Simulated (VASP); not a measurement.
## Fe2O3: single point with PBE+U

The system is Fe2O3.

```xyz
10
Lattice="2.5190 1.4543 4.5907 -2.5190 1.4543 4.5907 0.0000 -2.9087 4.5907" Properties=species:S:1:pos:R:3 pbc="T T T"
Fe    0.0000    0.0000   11.7792
Fe    0.0000    0.0000    8.8788
Fe    0.0000    0.0000    1.9928
Fe    0.0000    0.0000    4.8932
O    -0.9779   -1.4543    5.7383
O     1.7484   -0.1197    5.7383
O    -0.7706    1.5740    5.7383
O     0.9779    1.4543    8.0337
O    -1.7484    0.1197    8.0337
O     0.7706   -1.5740    8.0337
```

* Program: VASP 6.6.1
* Task: single point
* Functional: PBE
* Potentials or basis: VASP PAW PBE potentials, release 64 (Fe, O)
* Cutoff: 520 eV
* k mesh: 4 × 4 × 4
* Occupations: fermi-dirac, width 0.05 eV
* Spin: collinear spin, ferromagnetic start
* Starting moments: [4.0, 4.0, 4.0, 4.0, 0.0, 0.0, 0.0, 0.0, 0.0, 0.0] μB
* Hubbard terms: Fe d U = 4.4 eV
* Dipole correction: no
* Further INCAR settings: ALGO = Normal; EDIFF = 1e-07; NBANDS = 49

```
Pressure                                              : 8.5 GPa
Largest force                                         : 0.353 eV/Å
Band gap on the k mesh                                : 1.24 eV, indirect (least direct gap 1.46 eV)
Net moment                                            : 20.00 μB per cell
Site moments                                          : Fe +4.37; O +0.36 μB
Valence electrons inside the program's atomic spheres : Fe 6.75; O 5.06
```

Forces on the atoms (eV/Å):
```
Fe   0.000  0.000 -0.353
Fe   0.000  0.000  0.353
Fe   0.000  0.000  0.353
Fe   0.000  0.000 -0.353
O   -0.165  0.000  0.000
O    0.083 -0.143  0.000
O    0.083  0.143  0.000
O    0.165  0.000  0.000
O   -0.083  0.143  0.000
O   -0.083 -0.143  0.000
```

Stress tensor (GPa, compression positive):
```
9.86 0.00 0.00
0.00 9.86 0.00
0.00 0.00 5.85
```

Levels at points of the mesh, in eV from the valence-band top:
Spin up:
```tsv
k point	band 42	band 43	band 44	band 45	band 46	band 47
(0.00, 0.00, 0.00)	-0.54	0.00	0.00	4.35	8.26	10.35
(0.50, 0.00, 0.00)	-0.89	-0.37	-0.37	7.64	7.64	9.06
(0.50, 0.50, 0.00)	-0.34	-0.24	-0.23	8.12	8.25	9.31
(0.50, 0.50, 0.50)	-0.34	-0.34	-0.34	6.98	6.98	10.86
```
Spin down:
```
           k point  band 21  band 22  band 23  band 24  band 25  band 26  band 27  band 28
(0.00, 0.00, 0.00)    -1.97    -1.11    -1.11    -0.98     1.49     1.49     1.53     1.84
(0.50, 0.00, 0.00)    -2.02    -2.02    -1.13    -1.13     1.39     1.39     1.85     1.85
(0.50, 0.50, 0.00)    -1.97    -1.90    -1.69    -1.26     1.41     1.41     1.53     1.62
(0.50, 0.50, 0.50)    -1.66    -1.66    -1.66    -1.66     1.74     1.74     1.74     1.74
```

Eigenvalues of the final occupation matrices:
| site | spin | trace | eigenvalues |
| --- | --- | --- | --- |
| site 1 d | 1 | 5.07 | 0.98 0.98 0.99 1.06 1.06 |
| site 1 d | 2 | 0.77 | 0.07 0.07 0.08 0.28 0.28 |
| site 2 d | 1 | 5.07 | 0.98 0.98 0.99 1.06 1.06 |
| site 2 d | 2 | 0.77 | 0.07 0.07 0.08 0.28 0.28 |
| site 3 d | 1 | 5.07 | 0.98 0.98 0.99 1.06 1.06 |
| site 3 d | 2 | 0.77 | 0.07 0.07 0.08 0.28 0.28 |
| site 4 d | 1 | 5.07 | 0.98 0.98 0.99 1.06 1.06 |
| site 4 d | 2 | 0.77 | 0.07 0.07 0.08 0.28 0.28 |

Wall time 3.8 min on 1 thread of Intel(R) Xeon(R) Platinum 8259CL CPU @ 2.50GHz (Skylake/Cascade Lake) (shared host), peak memory 0.32 GiB.

Caveat: only a ferromagnetic start was run, and an antiferromagnetic order may lie lower in energy. The state reached can hang on the start; a lower one may exist.
